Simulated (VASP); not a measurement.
Write the native input for VASP 6.6.1 that does the following.

```yaml
Task: density of states
Functional: PBE
Potentials_or_basis: VASP PAW PBE potentials, release 64 (Nb_sv, Si)
Cutoff: 520 eV
k_mesh: 9 × 9 × 9
Occupations: fermi-dirac, width 0.05 eV
Spin: no spin polarisation
Dipole_correction: no
k_mesh_for_the_DOS: 14 × 14 × 14
Occupations_for_the_DOS: tetrahedron
Further_INCAR_settings: ALGO = Normal; EDIFF = 1e-06; NBANDS = 16
```

The system is NbSi.

```
Nb Si
1.0
     0.00000    2.57383    2.57383
     2.57383    0.00000    2.57383
     2.57383    2.57383    0.00000
Nb Si
1 1
Direct
  0.00000 0.00000 0.00000
  0.50000 0.50000 0.50000
```

One way to write it, as run:

POSCAR

```
NbSi
1.0
    0.0000000000      2.5738300000      2.5738300000
    2.5738300000      0.0000000000      2.5738300000
    2.5738300000      2.5738300000      0.0000000000
Nb Si
1 1
Direct
    0.0000000000      0.0000000000      0.0000000000
    0.5000000000      0.5000000000      0.5000000000
```

INCAR.step1

```
  PREC = Accurate
  ENCUT = 520
  EDIFF = 1E-6
  ISMEAR = -1
  SIGMA = 0.05
  LREAL = F
  LASPH = T
  NELM = 80
  ALGO = Normal
  ISIF = 2
  LWAVE = F
  LCHARG = T
  LMAXMIX = 4
  GGA = PE
  NBANDS = 16
```

KPOINTS.step1

```
Automatic mesh
0
Gamma
  9 9 9
```

INCAR.step2

```
  PREC = Accurate
  ENCUT = 520
  EDIFF = 1E-6
  ISMEAR = -5
  SIGMA = 0.05
  LREAL = F
  LASPH = T
  NELM = 80
  ALGO = Normal
  ISIF = 2
  LWAVE = F
  LCHARG = F
  LMAXMIX = 4
  GGA = PE
  LORBIT = 11
  NBANDS = 16
  NEDOS = 2001
  ICHARG = 11
```

KPOINTS.step2

```
Automatic mesh
0
Gamma
  14 14 14
```

Potentials or basis: VASP PAW PBE potentials, release 64 (Nb_sv, Si).

The run is started by

```bash
$ cat potpaw_PBE.64/Nb_sv/POTCAR potpaw_PBE.64/Si/POTCAR > POTCAR
$ cp INCAR.step1 INCAR
$ cp KPOINTS.step1 KPOINTS
$ mpirun -np 1 vasp_std > vasp.out
$ cp INCAR.step2 INCAR
$ cp KPOINTS.step2 KPOINTS
$ mpirun -np 1 vasp_std > vasp.out
```

Results of the run:

```yaml
Valence_electrons_inside_the_program's_atomic_spheres: Nb 10.69; Si 1.75
```

Wall time 52 s on 1 thread of Intel Xeon 6975P-C, on a shared host, peak memory 0.18 GiB.
